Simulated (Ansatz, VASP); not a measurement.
This is a calculation of Al2Pt for VASP 6.6.1.

INCAR

```
SYSTEM = Al2Pt
PREC = Accurate ; ENCUT = 520
EDIFF = 1E-6 ; ISMEAR = -1
SIGMA = 0.05 ; LREAL = .False.
LASPH = .True. ; NELM = 60
ALGO = Fast ; ISIF = 2
LWAVE = .False. ; LCHARG = .False.
GGA = PS ; NBANDS = 15
```

The input KPOINTS:

```
Automatic mesh
0
Gamma
  8 8 8
  0 0 0
```

The input POSCAR:

```
Al2Pt
1.0
    0.0000000000      2.9351671877      2.9351671877
    2.9351671877      0.0000000000      2.9351671877
    2.9351671877      2.9351671877      0.0000000000
Pt Al
1 2
Direct
    0.0000000000      0.0000000000      0.0000000000
    0.7500000000      0.7500000000      0.7500000000
    0.2500000000      0.2500000000      0.2500000000
```

Potentials or basis: VASP PAW PBE potentials, release 64 (Pt, Al).

Run with:

```sh
$ cat potpaw_PBE.64/Pt/POTCAR potpaw_PBE.64/Al/POTCAR > POTCAR
$ mpirun -np 1 vasp_std > vasp.out
```

Problem. Set up the same calculation for Ansatz 0.2.0. Potentials there: Ansatz PAW.

Solution. As run (the cutoff follows the program's own potentials):

File input.yaml:

```yaml
crystal:
  lattice:
    - [0.0, 2.9351671877, 2.9351671877]
    - [2.9351671877, 0.0, 2.9351671877]
    - [2.9351671877, 2.9351671877, 0.0]
  atoms:
    - { symbol: Pt, position: [0.0, 0.0, 0.0] }
    - { symbol: Al, position: [0.75, 0.75, 0.75] }
    - { symbol: Al, position: [0.25, 0.25, 0.25] }
hamiltonian:
  xc: pbesol
  pseudopotentials: { kind: paw }
kpoints:
  mp_grid: { grid: [8, 8, 8] }
scf:
  occupations: { method: fermi_dirac, width: 0.05 }
output:
  forces: true
  stress: true
  eigenvalues: true
```

Potentials or basis: Ansatz PAW.

Run with:

```bash
$ ansatz run input.yaml --threads 2 --pin off --max-ram 5632MiB --backend cpu --events-out ev --progress --plain --runs-dir out
```

Both were run:

|  | VASP | Ansatz | Ansatz less VASP |
| --- | --- | --- | --- |
| gap on the k mesh at the Fermi level (eV) | none | none | - |
| pressure (GPa) | 1.9 | 1.9 | +0.01 |

VASP's potentials were made for PBE, not for PBEsol. A gap of «none» marks a metal or a gap that the smearing closes. VASP's potentials hold 16 valence electrons a cell and Ansatz's 24, so a difference there can come from the potentials and not from the codes.

Neither program's run includes spin-orbit coupling.
